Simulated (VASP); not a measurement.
# CaO (Pm-3m) in VASP: a series of runs

Aim: see how the results for CaO move with the level of theory and the settings. Levels: r2SCAN, PBE. Tasks: G0W0 quasiparticle levels.

All numbers are computed with VASP 6.6.1; they aren't measurements. Logs are shortened: lines on timing, memory, paths and dates and some standing lists are left out, and cuts for length are marked.

## (1) The cell of the first run

It takes space group Pm-3m (No. 221, cubic). The conventional cell has a = 2.903 Å, b = 2.903 Å, c = 2.903 Å, α = 90.00°, β = 90.00°, γ = 90.00°. Ca (site symmetry m-3m) has 8 O at 2.51 Å and 6 Ca at 2.90 Å within 3.3 Å. Within 3.3 Å of O (site symmetry m-3m) lie 8 Ca at 2.51 Å and 6 O at 2.90 Å.

## (2) G0W0 quasiparticle levels, r2SCAN

Input file POSCAR:

```
CaO
1.0
    2.9032089672      0.0000000000      0.0000000000
    0.0000000000      2.9032089672      0.0000000000
    0.0000000000      0.0000000000      2.9032089672
Ca O
1 1
Direct
    0.0000000000      0.0000000000      0.0000000000
    0.5000000000      0.5000000000      0.5000000000
```

Input file INCAR.step1:

```
ALGO = Normal ; EDIFF = 1E-8
ENCUT = 500 ; ISMEAR = 0
LASPH = T ; LCHARG = F
LMIXTAU = T ; LREAL = F
LWAVE = T ; METAGGA = R2SCAN
NELM = 100 ; PREC = Accurate
SIGMA = 0.01
```

Input file INCAR.step2:

```
ALGO = Exact ; EDIFF = 1E-8
ENCUT = 500 ; ISMEAR = 0
ISTART = 1 ; LASPH = T
LCHARG = F ; LMIXTAU = T
LOPTICS = T ; LREAL = F
LWAVE = T ; METAGGA = R2SCAN
NBANDS = 142 ; NELM = 1
PREC = Accurate ; SIGMA = 0.01
```

Input file INCAR.step3:

```
ALGO = EVGW0 ; EDIFF = 1E-8
ENCUT = 500 ; ENCUTGW = 180.0
ISMEAR = 0 ; ISTART = 1
LASPH = T ; LCHARG = F
LMIXTAU = T ; LREAL = F
LWAVE = F ; METAGGA = R2SCAN
NBANDS = 142 ; NBANDSGW = 16
NELMGW = 1 ; NOMEGA = 48
PREC = Accurate ; PRECFOCK = Fast
SIGMA = 0.01
```

Input file KPOINTS:

```
k-points
0
Gamma
  6 6 6
```

Potentials or basis: VASP PAW PBE potentials, release 64 (Ca_sv_GW, O_GW).

The run is started by

```
> cat potpaw_PBE.64/Ca_sv_GW/POTCAR potpaw_PBE.64/O_GW/POTCAR > POTCAR
> cp INCAR.step1 INCAR
> mpirun -np 1 vasp_std > vasp.out
> cp INCAR.step2 INCAR
> mpirun -np 1 vasp_std > vasp.out
> cp INCAR.step3 INCAR
> mpirun -np 1 vasp_std > vasp.out
```

OUTCAR:

```text
EDIFF = 1E-8
   ENCUT = 500
   ENCUTGW = 180.0
   ISMEAR = 0
   ISTART = 1
   LASPH = T
   LREAL = F
   METAGGA = R2SCAN
   NELMGW = 1
   PREC = Accurate
   PRECFOCK = Fast

 ion  position               nearest neighbor table
   1  0.000  0.000  0.000-   2 2.51   2 2.51   2 2.51   2 2.51   2 2.51   2 2.51   2 2.51   2 2.51

   2  0.500  0.500  0.500-   1 2.51   1 2.51   1 2.51   1 2.51   1 2.51   1 2.51   1 2.51   1 2.51

  LATTYP: Found a simple cubic cell.
 ALAT       =     2.9032089672

  Lattice vectors:

 A1 = (   2.9032089672,   0.0000000000,   0.0000000000)
 A2 = (   0.0000000000,   2.9032089672,   0.0000000000)
 A3 = (   0.0000000000,   0.0000000000,   2.9032089672)

Analysis of symmetry for initial positions (statically):
=====================================================================
 Subroutine PRICEL returns:
 Original cell was already a primitive cell.

 Routine SETGRP: Setting up the symmetry group for a
 simple cubic supercell.

 Subroutine GETGRP returns: Found 48 space group operations
[... 9 lines left out ...]

 Routine SETGRP: Setting up the symmetry group for a
 simple cubic supercell.

 Subroutine GETGRP returns: Found 48 space group operations
[... 11 lines left out ...]
                                     Primitive cell

  volume of cell :      24.4701

  direct lattice vectors                    reciprocal lattice vectors
     2.903208967  0.000000000  0.000000000     0.344446442  0.000000000  0.000000000
     0.000000000  2.903208967  0.000000000     0.000000000  0.344446442  0.000000000
     0.000000000  0.000000000  2.903208967     0.000000000  0.000000000  0.344446442

  length of vectors
     2.903208967  2.903208967  2.903208967     0.344446442  0.344446442  0.344446442

  position of ions in fractional coordinates (direct lattice)
[... 8 lines left out ...]
----------------------------------------------------------------------------------------

 KPOINTS: k-points

Automatic generation of k-mesh.
 Grid dimensions read from file:
 generate k-points for:    6    6    6

 Generating k-lattice:

  Cartesian coordinates                     Fractional coordinates (reciprocal lattice)
     0.057407740  0.000000000  0.000000000     0.166666667  0.000000000  0.000000000
     0.000000000  0.057407740  0.000000000     0.000000000  0.166666667  0.000000000
     0.000000000  0.000000000  0.057407740     0.000000000  0.000000000  0.166666667

  Length of vectors
     0.057407740  0.057407740  0.057407740

  Shift w.r.t. Gamma in fractional coordinates (k-lattice)
     0.000000000  0.000000000  0.000000000

 Subroutine IBZKPT returns following result:
 ===========================================

 Found     20 irreducible k-points:

 Following reciprocal coordinates:
            Coordinates               Weight
  0.000000  0.000000  0.000000      1.000000
  0.166667  0.000000  0.000000      6.000000
  0.333333  0.000000  0.000000      6.000000
  0.500000  0.000000  0.000000      3.000000
  0.166667  0.166667  0.000000     12.000000
  0.333333  0.166667  0.000000     24.000000
[... 12 lines left out ...]
  0.500000  0.500000  0.333333      6.000000
  0.500000  0.500000  0.500000      1.000000
   k-points           NKPTS =     20   k-points in BZ     NKDIM =    216   number of bands    NBANDS=    142
   number of dos      NEDOS =    301   number of ions     NIONS =      2
   total plane-waves  NPLWV =  13824
   dimension x,y,z NGX =    24 NGY =   24 NGZ =   24
   dimension x,y,z NGXF=    48 NGYF=   48 NGZF=   48
   ions per type =               1   1
   NGX,Y,Z   is equivalent  to a cutoff of  13.74, 13.74, 13.74 a.u.
   NGXF,Y,Z  is equivalent  to a cutoff of  27.49, 27.49, 27.49 a.u.
 SYSTEM =  unknown system
   PREC   = accura    normal or accurate (medium, high low for compatibility)
   ISTART =      1    job   : 0-new  1-cont  2-samecut
   ICHARG =      0    charge: 1-file 2-atom 10-const
   ISPIN  =      1    spin polarized calculation?
   LNONCOLLINEAR =      F non collinear calculations
   LSORBIT =      F    spin-orbit coupling
   LASPH  =      T    aspherical Exc in radial PAW
   ENCUT  =  500.0 eV  36.75 Ry    6.06 a.u.   5.29  5.29  5.29*2*pi/ulx,y,z
   NELM   =     60;   NELMIN=  2; NELMDL=  0     # of ELM steps
   EDIFF  = 0.1E-07   stopping-criterion for ELM
   LREAL  =      F    real-space projection
   EDIFFG = 0.1E-06   stopping-criterion for IOM
   NSW    =      0    number of steps for IOM
   IBRION =     -1    ionic relax: 0-MD 1-quasi-New 2-CG
   NFREE  =      0    steps in history (QN), initial steepest desc. (CG)
   ISIF   =      0    stress and relaxation
   ISYM   =      3    0-nonsym 1-usesym 2-fastsym
   POTIM  = 0.5000    time-step for ionic-motion
   TEBEG  =    0.0;   TEEND  =   0.0 temperature during run
   PSTRESS=    0.0 pullay stress
   NELECT =      16.0000    total number of electrons
   NUPDOWN=      -1.0000    fix difference up-down
   EMIN   =  10.00;   EMAX   =-10.00  energy-range for DOS
   EFERMI =   0.00;   METHOD = LEGACY
   ISMEAR =     0;   SIGMA  =   0.01  broadening in eV -4-tet -1-fermi 0-gaus
   EFERMI_NEDOS =   21; number of points for ismear=-14 and -15
   IALGO  =     38    algorithm
   IMIX   =      4    mixing-type and parameters
     AMIX     =   0.40;   BMIX     =  1.00
     AMIX_MAG =   1.60;   BMIX_MAG =  1.00
  volume/ion in A,a.u.               =      12.24        82.57
  Fermi-wavevector in a.u.,A,eV,Ry     =   1.420921  2.685151 27.470378  2.019016
  Thomas-Fermi vector in A             =   2.541785
   LORBIT       =      0    0 simple, 1 ext, 2 COOP (PROOUT), +10 PAW based schemes
   METAGGA = R2SCAN    functional components
   LHFCALC =     T    Hartree Fock is set to
   PRECFOCK=fast      Normal, Fast or Accurate (Low or Medium for compatibility)
   ENCUT4O =  -1.0   cutoff for four orbital integrals eV
   NKREDX  =     1    reduce k-point grid by
   NKREDY  =     1    reduce k-point grid by
   NKREDZ  =     1    reduce k-point grid by
   AEXX    =    1.0000 exact exchange contribution
   HFSCREEN=    0.0000 screening length (either q_TF or 0.3 A-1)
   HFSCREENC=   0.0000 screening length for correlation (either q_TF or 0.3 A-1)
   ENCUTFOCK=  -1.0 apply spherical cutoff to Coloumb kernel
   IVDW    =     0    specifies the selected vdW correction
   LEPSILON=     F    determine dielectric tensor
   LRPA    =     F    only Hartree local field effects (RPA)
   LRPAFORCE           =     F    calculate RPA forces
   ENCUTGW             = 180.0    cutoff for response function in eV
   ENCUTGWSOFT         = 144.0    soft cutoff for Coulomb kernel in GW response function in eV
   ENCUTLF             =  -1.0    cutoff for local field effects
   NELMGW              =     1    number of iterations in solving QP/BSE equation
   NELMHF              =     1    number of iterations in the inner HF iteration
   NKREDLFX            =     1    NKREDLFY  =   1   NKREDLFZ  =   1
 non-spin polarized calculation
 Gauss-broadening in eV      SIGMA  =   0.01
  energy-cutoff  :      500.00
  volume of cell :       24.47
 maximum number of plane-waves:       632
 NGX is ok and might be reduce to    24
  NGX = 12; NGY = 12; NGZ = 12
   NGX = 11   NGY = 11   NGZ = 11
 maximum number of plane-waves:       147

 QP shifts <psi_nk| G(iteration)W_0 |psi_nk>: iteration 1
 for sc-GW calculations column KS-energies equals QP-energies in previous step
 and V_xc(KS)=  KS-energies - (<T + V_ion + V_H > + <T+V_H+V_ion>^1  + <V_x>^1)

 k-point   1 :       0.0000    0.0000    0.0000
  band No.  KS-energies  QP-energies   sigma(KS)   V_xc(KS)     V^pw_x(r,r')   Z            occupation Imag(sigma)

      1     -34.3441     -34.8788     -22.9910     -22.1383     -34.3419       0.6270       2.0000       1.0971
      2     -13.9220     -15.6851     -23.3204     -20.9877     -28.1601       0.7558       2.0000       0.3227
      3     -13.9220     -15.6851     -23.3204     -20.9877     -28.1601       0.7558       2.0000       0.3227
      4     -13.9220     -15.6851     -23.3204     -20.9877     -28.1601       0.7558       2.0000       0.3227
      5     -10.9382     -11.8127     -21.8719     -20.5673     -30.6505       0.6703       2.0000       1.0278
      6       6.1643       5.5366     -20.6015     -19.7777     -24.5797       0.7619       2.0000       0.2116
[... 8 lines left out ...]
     15      26.7144      28.4095     -10.4820     -12.4645      -5.0617       0.8550       0.0000      -0.7732
     16      26.7144      28.4095     -10.4820     -12.4645      -5.0617       0.8550       0.0000      -0.7732

 k-point   2 :       0.1667    0.0000    0.0000
  band No.  KS-energies  QP-energies   sigma(KS)   V_xc(KS)     V^pw_x(r,r')   Z            occupation Imag(sigma)

      1     -34.3033     -34.8401     -23.0264     -22.1717     -34.3656       0.6279       2.0000       1.0880
      2     -14.3844     -16.0430     -22.7542     -20.5209     -28.0519       0.7427       2.0000       0.4268
      3     -13.8909     -15.6550     -23.3468     -21.0172     -28.1771       0.7572       2.0000       0.3164
      4     -13.8909     -15.6550     -23.3468     -21.0172     -28.1771       0.7572       2.0000       0.3164
      5     -10.5699     -11.5107     -22.3626     -20.9786     -30.7150       0.6798       2.0000       0.9530
      6       5.0110       4.2432     -19.0560     -18.0436     -22.8866       0.7584       2.0000       0.2337
[... 8 lines left out ...]
     15      25.1875      26.2567      -9.5390     -10.7682      -4.3525       0.8698       0.0000      -0.6457
     16      25.9931      27.5805     -11.7970     -13.6593      -6.0132       0.8524       0.0000      -0.9044

 k-point   3 :       0.3333    0.0000    0.0000
  band No.  KS-energies  QP-energies   sigma(KS)   V_xc(KS)     V^pw_x(r,r')   Z            occupation Imag(sigma)

      1     -34.2205     -34.7605     -23.0987     -22.2411     -34.4151       0.6297       2.0000       1.0694
      2     -15.1330     -16.6912     -22.0456     -19.9089     -27.8124       0.7293       2.0000       0.5521
      3     -13.8281     -15.5881     -23.4007     -21.0779     -28.2117       0.7577       2.0000       0.3035
      4     -13.8281     -15.5881     -23.4007     -21.0779     -28.2117       0.7577       2.0000       0.3035
      5      -9.9710     -10.9745     -22.9952     -21.5590     -30.9390       0.6987       2.0000       0.8739
      6       3.3692       2.4251     -17.8209     -16.5599     -21.9104       0.7488       2.0000       0.3069
[... 314 lines left out ...]
      1     -33.9253     -34.5062     -23.3770     -22.4779     -34.5903       0.6462       2.0000       1.0559
      2     -14.7000     -16.4584     -22.6789     -20.3269     -27.6554       0.7476       2.0000       0.3494
      3     -14.7000     -16.4584     -22.6789     -20.3269     -27.6554       0.7476       2.0000       0.3494
      4     -14.4180     -16.1757     -22.9070     -20.5728     -27.8157       0.7530       2.0000       0.3205
      5      -9.8795     -10.7570     -22.8204     -21.5390     -31.3971       0.6848       2.0000       0.9350
      6       3.3278       2.4694     -18.0425     -16.8934     -22.2078       0.7470       2.0000       0.3090
[... 8 lines left out ...]
     15      20.6217      20.9978     -10.8826     -11.3428      -5.5874       0.8171       0.0000      -0.4528
     16      21.4768      22.6403     -11.7076     -13.1160      -6.0198       0.8261       0.0000      -0.6775

 k-point  20 :       0.5000    0.5000    0.5000
  band No.  KS-energies  QP-energies   sigma(KS)   V_xc(KS)     V^pw_x(r,r')   Z            occupation Imag(sigma)

      1     -33.8899     -34.4752     -23.4110     -22.5058     -34.6119       0.6465       2.0000       1.0536
      2     -14.6446     -16.3931     -22.7278     -20.3885     -27.6802       0.7475       2.0000       0.3306
      3     -14.6446     -16.3931     -22.7278     -20.3885     -27.6802       0.7475       2.0000       0.3306
      4     -14.6446     -16.3931     -22.7278     -20.3885     -27.6802       0.7475       2.0000       0.3306
      5      -9.7382     -10.6105     -22.9744     -21.7006     -31.5317       0.6848       2.0000       0.9219
      6       3.0263       2.1645     -17.7001     -16.5448     -21.8838       0.7460       2.0000       0.3272
[... 8 lines left out ...]
     15      20.0231      20.2700     -10.0670     -10.3650      -4.9428       0.8285       0.0000      -0.3924
     16      20.0231      20.2700     -10.0670     -10.3650      -4.9428       0.8285       0.0000      -0.3924
```

It took 7 min on 1 thread of Intel Xeon Platinum 8488C (Sapphire Rapids), shared host; peak memory 0.63 GiB.

What came out:

```yaml
Band_gap_on_the_k_mesh_mean-field_level: 3.28 eV, indirect (least direct gap 3.59 eV)
Quasiparticle_gap: 5.31 eV
Least_direct_quasiparticle_gap: 5.69 eV
```

Levels at points of the mesh, in eV from the valence-band top:
```tsv
k point	band 5	band 6	band 7	band 8	band 9	band 10	band 11	band 12
(0.00, 0.00, 0.00)	-17.41	-0.31	-0.31	-0.31	3.28	3.28	6.11	9.07
(0.50, 0.00, 0.00)	-16.17	-3.79	-0.79	-0.79	4.28	7.81	8.80	8.80
(0.50, 0.50, 0.00)	-16.74	-2.17	-2.17	0.00	4.48	5.36	7.20	7.20
(0.50, 0.50, 0.50)	-16.21	-3.45	-3.45	-3.45	8.62	8.62	8.62	10.58
```

Caveat: bands, screening cutoff and mesh are small and nothing is extrapolated, so the quasiparticle values aren't converged. A k mesh can miss the band edges.

(Continued in part 2 of 2.)
